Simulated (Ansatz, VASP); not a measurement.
MgO in VASP and in Ansatz

Contents of POSCAR:

```
MgO
1.0
    2.6233490555      0.0000000000      0.0000000000
    0.0000000000      2.6233490555      0.0000000000
    0.0000000000      0.0000000000      2.6233490555
Mg O
1 1
Direct
    0.0000000000      0.0000000000      0.0000000000
    0.5000000000      0.5000000000      0.5000000000
```

Contents of INCAR.step1:

```
  PREC = Accurate
  ENCUT = 920
  ISMEAR = 0
  SIGMA = 0.01
  LREAL = F
  LASPH = T
  NELM = 120
  NBANDS = 15
  GGA = PE
  ALGO = Normal
  EDIFF = 1E-5
  LWAVE = T
  LCHARG = F
  GGA_COMPAT = F
```

INCAR.step2

```
  PREC = Accurate
  ENCUT = 920
  EDIFF = 1E-6
  ISMEAR = 0
  SIGMA = 0.01
  LREAL = F
  LASPH = T
  NELM = 120
  ALGO = Normal
  ISIF = 2
  LWAVE = F
  LCHARG = F
  METAGGA = R2SCAN
  LMIXTAU = T
  NBANDS = 15
  ISTART = 1
  GGA_COMPAT = F
```

The input KPOINTS:

```
regular mesh
0
Gamma
  10 10 10
```

Input for Ansatz:

```yaml
crystal:
  lattice:
    - [2.6233490555, 0.0, 0.0]
    - [0.0, 2.6233490555, 0.0]
    - [0.0, 0.0, 2.6233490555]
  atoms:
    - { symbol: Mg, position: [0.0, 0.0, 0.0] }
    - { symbol: O, position: [0.5, 0.5, 0.5] }
kpoints:
  mp_grid: { grid: [10, 10, 10] }
  band_path:
    path:
      - [0.0, 0.0, 0.0]
      - [0.0, 0.5, 0.0]
      - [0.5, 0.5, 0.0]
      - [0.5, 0.5, 0.5]
      - [0.0, 0.5, 0.5]
    npoints: 1
hamiltonian:
  xc: r2scan
scf:
  occupations: { method: fixed }
  n_extra_bands: 4
output:
  forces: true
  stress: true
  eigenvalues: true
```

Alike in both runs: task single point; functional r2SCAN; k mesh 10 × 10 × 10; no spin polarisation.

```csv
,VASP,Ansatz
version,VASP 6.6.1,Ansatz 0.2.0
potentials or method,"VASP PAW PBE potentials, release 64 (Mg_sv, O)","plane waves, PAW"
plane-wave cutoff (eV),920,500
occupations,"gaussian, width 0.01 eV",fixed
valence electrons in the cell,16,16
```

```tsv
	VASP	Ansatz	Ansatz less VASP
gap on the k mesh at the Fermi level (eV)	3.52	3.49	-0.025
pressure (GPa)	0.7	0.0	-0.66
```

VASP's potentials were made for PBE, not for r2SCAN.
